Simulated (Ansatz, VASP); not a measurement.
**CsBr in VASP and in Ansatz**

```
CELL_PARAMETERS angstrom
4.23429 0.00000 0.00000
0.00000 4.23429 0.00000
0.00000 0.00000 4.23429
ATOMIC_POSITIONS crystal
Cs 0.00000 0.00000 0.00000
Br 0.50000 0.50000 0.50000
```

Alike in both runs: functional r2SCAN; k mesh 8 × 8 × 8; occupations fermi-dirac, width 0.02 eV; no spin polarisation.

Ansatz relaxed the structure, and its values are those at the end. VASP's run is a single point on that final structure, the one shown.

```csv
,VASP,Ansatz
version,VASP 6.6.1,Ansatz 0.2.0
potentials or method,"VASP PAW PBE potentials, release 64 (Cs_sv, Br), cutoff 550 eV",PAW plane waves
valence electrons in the cell,16,16
```

```tsv
	VASP	Ansatz	Ansatz less VASP
gap on the k mesh at the Fermi level (eV)	5.35	5.36	+0.006
pressure (GPa)	1.2	1.1	-0.06
```

VASP's potentials were made for PBE, not for r2SCAN. Ansatz's warnings: stress scf threshold loose.

Spin-orbit coupling is off throughout.
